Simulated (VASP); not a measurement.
Write the native input for VASP 6.6.1 that does the following.

| Item | Value |
| --- | --- |
| Task | single point |
| Functional | LDA |
| Potentials or basis | VASP PAW LDA potentials, release 64 (Au) |
| Cutoff | 500 eV |
| k mesh | 11 × 11 × 11 |
| Occupations | fermi-dirac, width 0.05 eV |
| Spin | no spin polarisation |
| Dipole correction | no |
| Further INCAR settings | ALGO = Normal; EDIFF = 1e-06; NBANDS = 12 |

The structure of Au lies in POSCAR:

```
Au
1.0
    0.0000000000      2.0222431919      2.0222431919
    2.0222431919      0.0000000000      2.0222431919
    2.0222431919      2.0222431919      0.0000000000
Au
1
Direct
    0.0000000000      0.0000000000      0.0000000000
```

The input as run:

INCAR

```
SYSTEM = Au
PREC = Accurate
ENCUT = 500
EDIFF = 1E-6
ISMEAR = -1
SIGMA = 0.05
LREAL = .False.
LASPH = .True.
NELM = 120
ALGO = Normal
ISIF = 2
LWAVE = .False.
LCHARG = .False.
GGA = CA
NBANDS = 12
GGA_COMPAT = .False.
```

KPOINTS

```
regular mesh
0
Gamma
  11 11 11
  0 0 0
```

Potentials or basis: VASP PAW LDA potentials, release 64 (Au).

Command:

```bash
$ cat potpaw_LDA.64/Au/POTCAR > POTCAR
$ mpirun -np 1 vasp_std > vasp.out
```

Results of the run:

```yaml
Pressure: 0.9 GPa
Band_gap_on_the_k_mesh: zero (an odd number of electrons rules out a gap without spin polarisation)
```

Caveat: spin-orbit coupling is left out, which moves the levels of the heavy elements.

Wall time 3.3 s on 1 thread of Intel(R) Xeon(R) 6975P-C (Granite Rapids), on a shared host, peak memory 0.13 GiB.
